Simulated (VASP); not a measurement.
A run of VASP 6.6.1 is set up as follows.

File INCAR:

```
SYSTEM = Mg3CdS2
PREC = Accurate ; ENCUT = 520
EDIFF = 1E-7 ; ISMEAR = 0
SIGMA = 0.1 ; LREAL = .FALSE.
LASPH = .TRUE. ; NELM = 60
ALGO = Normal ; ISIF = 2
LWAVE = .FALSE. ; LCHARG = .FALSE.
GGA = PE ; NBANDS = 24
```

File KPOINTS:

```
regular mesh
0
G
  6 6 2
  0 0 0
```

File POSCAR:

```
Mg3CdS2
1.0
    4.4705156700      0.0000000000      0.0000000000
   -2.2352578300      3.8715801400      0.0000000000
    0.0000000000      0.0000000000      8.7360987500
Mg Cd S
3 1 2
Direct
    0.3333333300      0.6666666700      0.5000000000
    0.6666666700      0.3333333300      0.5000000000
    0.0000000000      0.0000000000      0.0000000000
    0.0000000000      0.0000000000      0.5000000000
    0.0000000000      0.0000000000      0.2412058100
    0.0000000000      0.0000000000      0.7587941900
```

Potentials or basis: VASP PAW PBE potentials, release 64 (Mg, Cd, S).

Launch:

```bash
$ cat potpaw_PBE.64/Mg/POTCAR potpaw_PBE.64/Cd/POTCAR potpaw_PBE.64/S/POTCAR > POTCAR
$ mpirun -np 1 vasp_std > vasp.out
```

Q: Estimate the band gap on the k mesh.

A: Zero (bands 15 and 16 overlap by 1.62 eV).

Q: Predict the largest force.

A: 1.040 eV/Å.

Q: Estimate the pressure.

A: 19.7 GPa.

Stress tensor (GPa, compression positive):
```
15.86  0.00  0.00
 0.00 15.86  0.00
 0.00  0.00 27.26
```

Caveat: the cell stands under pressure; forces of over 1 eV/Å act on the atoms, so gaps and moduli don't describe the material at rest.
